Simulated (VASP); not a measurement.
Here is a VASP 6.6.1 calculation.

INCAR

```
SYSTEM = Fe2Si
ALGO = Normal ; EDIFF = 1E-6
ENCUT = 520 ; GGA = CA
ISIF = 2 ; ISMEAR = 0
ISPIN = 2 ; LASPH = .TRUE.
LCHARG = .FALSE. ; LDAU = .TRUE.
LDAUJ = 0 0 ; LDAUL = 2 -1
LDAUPRINT = 1 ; LDAUTYPE = 2
LDAUU = 6 0 ; LMAXMIX = 4
LORBIT = 11 ; LREAL = .FALSE.
LWAVE = .FALSE. ; MAGMOM = 2.82 0.16 0.8 0.8 0 0
NBANDS = 33 ; NELM = 150
PREC = Accurate ; SIGMA = 0.1
```

Contents of KPOINTS:

```
k-points
0
G
  12 12 8
  0 0 0
```

Contents of POSCAR:

```
Fe2Si
1.0
    3.8473962416      0.0000000000      0.0000000000
   -1.9236981208      3.3319428836      0.0000000000
    0.0000000000      0.0000000000      4.7295792221
Fe Si
4 2
Direct
    0.0000000000      0.0000000000      0.0000000000
    0.0000000000      0.0000000000      0.5000000000
    0.3333333333      0.6666666667      0.8224992514
    0.6666666667      0.3333333333      0.1775007486
    0.3333333333      0.6666666667      0.3195172772
    0.6666666667      0.3333333333      0.6804827228
```

Potentials or basis: VASP PAW LDA potentials, release 64 (Fe, Si).

Launch:

```bash
$ cat potpaw_LDA.64/Fe/POTCAR potpaw_LDA.64/Si/POTCAR > POTCAR
$ mpirun -np 1 vasp_std > vasp.out
```

(1) Estimate the largest force.

(2) What does it give for the net moment?

## Answers

(1) 0.342 eV/Å.

(2) 4.72 μB per cell.

Caveat: the U is typed as a test and isn't derived for this compound.
